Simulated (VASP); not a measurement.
Here is a VASP 6.6.1 calculation.

The input INCAR:

```
ALGO = Normal ; EDIFF = 1E-7
EDIFFG = -0.01 ; ENCUT = 600
GGA = PE ; IBRION = 2
ISIF = 3 ; ISMEAR = 0
LASPH = True ; LCHARG = False
LREAL = False ; LWAVE = False
NELM = 80 ; NSW = 100
PREC = Accurate ; SIGMA = 0.1
```

File KPOINTS:

```
k-points
0
Gamma
  10 10 10
```

POSCAR

```
Si5W
1.0
    0.0000000000      3.4826070289      3.4826070289
    3.4826070289      0.0000000000      3.4826070289
    3.4826070289      3.4826070289      0.0000000000
Si W
5 1
Direct
    0.3745939640      0.3745939640      0.8762181081
    0.3745939640      0.8762181081      0.3745939640
    0.8762181081      0.3745939640      0.3745939640
    0.3745939640      0.3745939640      0.3745939640
    0.7500000000      0.7500000000      0.7500000000
    0.0000000000      0.0000000000      0.0000000000
```

Potentials or basis: VASP PAW PBE potentials, release 64 (Si, W_sv).

Run with:

```bash
$ cat potpaw_PBE.64/Si/POTCAR potpaw_PBE.64/W_sv/POTCAR > POTCAR
$ mpirun -np 1 vasp_std > vasp.out
```

Problem. Predict the space group after relaxing (to 0.05 Å).

Solution. F-43m (No. 216).

Problem. Predict the relaxed cell.

Solution. a = 4.915 Å, b = 4.915 Å, c = 4.915 Å, α = 60.00°, β = 60.00°, γ = 60.00°.

Problem. Estimate the relaxed volume.

Solution. 13.99 Å³/atom.

Step by step:
```csv
step,energy change (eV),largest force (eV/Å),pressure (GPa),volume (Å³)
1,0.0000,0.3639,-0.66,84.48
2,-0.0089,0.1437,0.25,83.77
3,-0.0104,0.0017,-0.03,83.96
```
